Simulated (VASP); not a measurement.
HfZr3Se8, 12 atoms in the cell. The typed cell holds 12 atoms: a = 3.800 Å, b = 3.799 Å, c = 27.818 Å, α = 89.91°, β = 89.81°, γ = 120.00°. 

```yaml
Program: VASP 6.6.1
Task: single point
Functional: PBE
Potentials_or_basis: VASP PAW PBE potentials, release 64 (Zr_sv, Hf_pv, Se)
Cutoff: 500 eV
k_mesh: 6 × 6 × 1
Occupations: gaussian, width 0.1 eV
Spin: no spin polarisation
Dipole_correction: no
Further_INCAR_settings: ALGO = Normal; EDIFF = 1e-06; NBANDS = 59
```

Potentials or basis: VASP PAW PBE potentials, release 64 (Zr_sv, Hf_pv, Se).

The run is started by

```sh
$ cat potpaw_PBE.64/Zr_sv/POTCAR potpaw_PBE.64/Hf_pv/POTCAR potpaw_PBE.64/Se/POTCAR > POTCAR
$ mpirun -np 1 vasp_std > vasp.out
```

Hardware: 1 thread of Oxide Virtual Turin-like Processor, on a shared host.

Question: Estimate the wall time of this run.

Answer: It took 12 min on 1 thread of Oxide Virtual Turin-like Processor, with other jobs on the host, peak memory 0.59 GiB. Counts: scf iterations 17, k points 20.
